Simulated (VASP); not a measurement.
Write the native input for VASP 6.6.1 that does the following.

```yaml
Task: single point
Functional: LDA
Potentials_or_basis: VASP PAW LDA potentials, release 64 (Re)
Cutoff: 600 eV
k_mesh: 13 × 13 × 7
Occupations: methfessel-paxton, width 0.01 eV
Spin: no spin polarisation
Dipole_correction: no
Further_INCAR_settings: ALGO = Normal; EDIFF = 1e-06; NBANDS = 14
```

The structure of Re lies in POSCAR:

```
Re
1.0
    2.7391880258      0.0000000000      0.0000000000
   -1.3695940129      2.3722064161      0.0000000000
    0.0000000000      0.0000000000      4.4118668232
Re
2
Direct
    0.3333333333      0.6666666667      0.2500000000
    0.6666666667      0.3333333333      0.7500000000
```

The input as run:

INCAR

```
  PREC = Accurate
  ENCUT = 600
  EDIFF = 1E-6
  ISMEAR = 1
  SIGMA = 0.01
  LREAL = False
  LASPH = True
  NELM = 120
  ALGO = Normal
  ISIF = 2
  LWAVE = False
  LCHARG = False
  GGA = CA
  NBANDS = 14
  GGA_COMPAT = False
```

KPOINTS

```
regular mesh
0
Gamma
  13 13 7
```

Potentials or basis: VASP PAW LDA potentials, release 64 (Re).

The run is started by

```console
$ cat potpaw_LDA.64/Re/POTCAR > POTCAR
$ mpirun -np 1 vasp_std > vasp.out
```

Results of the run:

```
Pressure               : 1.3 GPa
Band gap on the k mesh : zero (bands 7 and 8 overlap by 3.05 eV)
```

Caveat: spin-orbit coupling is left out, which moves the levels of the heavy elements.

Run time: 13 s on 1 thread of Intel(R) Xeon(R) 6975P-C (Granite Rapids) (shared host), peak memory 0.16 GiB.
